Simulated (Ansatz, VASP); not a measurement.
**HfC5: VASP beside Ansatz**

```
Hf C
1.0
     2.04108    1.17842    3.94413
    -2.04108    1.17842    3.94413
     0.00000   -2.35683    3.94413
Hf C
1 5
Direct
  0.50000 0.50000 0.50000
  0.50000 0.50000 0.00000
  0.00000 0.50000 0.50000
  0.50000 0.00000 0.50000
  0.06068 0.06068 0.06068
  0.93932 0.93932 0.93932
```

Alike in both runs: functional PBE; k mesh 4 × 4 × 4; occupations gaussian, width 0.2 eV; no spin polarisation.

Ansatz relaxed the structure, and its values are those at the end. VASP's run is a single point on that final structure, the one shown.

|  | VASP | Ansatz |
| --- | --- | --- |
| version | VASP 6.6.1 | Ansatz 0.2.0 |
| potentials or method | VASP PAW PBE potentials, release 64 (Hf_pv, C), cutoff 600 eV | scalar-relativistic, plane waves, PAW |
| valence electrons in the cell | 30 | 46 |

|  | VASP | Ansatz | Ansatz less VASP |
| --- | --- | --- | --- |
| gap on the k mesh at the Fermi level (eV) | none | none | - |
| pressure (GPa) | -0.7 | 0.0 | +0.65 |
| rms of the force components (eV/Å) | 0.046 | 0.018 | -0.0280 |

A gap of «none» marks a metal or a gap that the smearing closes. VASP's potentials hold 30 valence electrons a cell and Ansatz's 46, so a difference there can come from the potentials and not from the codes.

The k mesh is coarse, so the values compare programs but aren't converged. Spin-orbit coupling is off throughout.
